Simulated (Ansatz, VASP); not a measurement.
## Two plane-wave programs on Zn3Se2S

```
CELL_PARAMETERS angstrom
3.99952 -0.00099 -0.00217
0.00200 -7.99745 0.00789
-1.99610 2.00777 -8.40821
ATOMIC_POSITIONS crystal
Zn 0.17204 0.58600 0.34502
Zn 0.17276 0.08599 0.34497
Zn 0.49828 0.75039 0.00016
Zn 0.50050 0.25018 0.00001
Zn 0.82772 0.91322 0.65478
Zn 0.82761 0.41345 0.65508
Se 0.91255 0.70686 0.82750
Se 0.91457 0.20673 0.82738
Se 0.58619 0.54347 0.17249
Se 0.58693 0.04367 0.17255
S 0.25043 0.87501 0.49995
S 0.25044 0.37504 0.50011
```

Change from the starting cell: cell x2, atoms moved at random (sigma 0.15 Å) and cell strained at random (1.5 %), then relaxed without symmetry.

Alike in both runs: functional PBE; k mesh 4 × 2 × 4; occupations gaussian, width 0.1 eV; no spin polarisation.

Ansatz relaxed the structure, and its values are those at the end. VASP's run is a single point on that final structure, the one shown.

|  | VASP | Ansatz |
| --- | --- | --- |
| version | VASP 6.6.1 | Ansatz 0.2.0 |
| potentials or method | VASP PAW PBE potentials, release 64 (Zn, Se, S), cutoff 520 eV | scalar-relativistic, plane waves, PAW |
| valence electrons in the cell | 108 | 148 |

VASP gave:

| Quantity | Value |
| --- | --- |
| gap on the k mesh at the Fermi level (eV) | 1.36 |
| least direct gap on the mesh (eV) | 1.36 |
| pressure (GPa) | 0.2 |
| rms of the force components (eV/Å) | 0.006 |

Task: Estimate Ansatz's values.

Result: gap on the k mesh at the Fermi level (eV): 1.36; least direct gap on the mesh (eV): 1.36; pressure (GPa): 0.0; rms of the force components (eV/Å): 0.005.

VASP's potentials hold 108 valence electrons a cell and Ansatz's 148, so a difference there can come from the potentials and not from the codes.
